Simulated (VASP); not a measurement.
Runs of VASP 6.6.1 on Cs. The structure is that of space group Im-3m (No. 229), or close to it. The cells are those of the table. 

```tsv
cell	gap on the mesh (eV)	pressure (GPa)
a = 5.334 Å, angles 109.5°, 1 atom	none	0.0
a = 5.438 Å, angles 109.5°, 1 atom	none	-0.1
a = 5.225 Å, angles 109.5°, 1 atom	none	0.1
a = 5.387 Å, angles 109.5°, 1 atom	none	-0.1
a = 5.254 Å, angles 109.5°, 1 atom	none	0.1
a = 5.111 Å, angles 109.5°, 1 atom	none	0.3
a = 5.506 Å, angles 109.5°, 1 atom	none	(a)
a = 5.169 Å, angles 109.5°, 1 atom	none	0.2
a = 5.280 Å, angles 109.5°, 1 atom	none	0.1
```

Alike in all rows: task single point; level PBE; potentials or basis VASP PAW PBE potentials, release 64 (Cs_sv); no spin polarisation; k mesh 10 × 10 × 10; cutoff (eV) 520; smearing gaussian 0.1 eV.

Problem. Estimate the missing entries.

Solution. (a) -0.2.

Caveats: spin-orbit coupling is left out, which moves the levels of the heavy elements.

A k mesh can miss the band edges, and the runs leave out spin-orbit coupling on Cs.

A gap of «none» marks levels without a gap at the run's occupations.
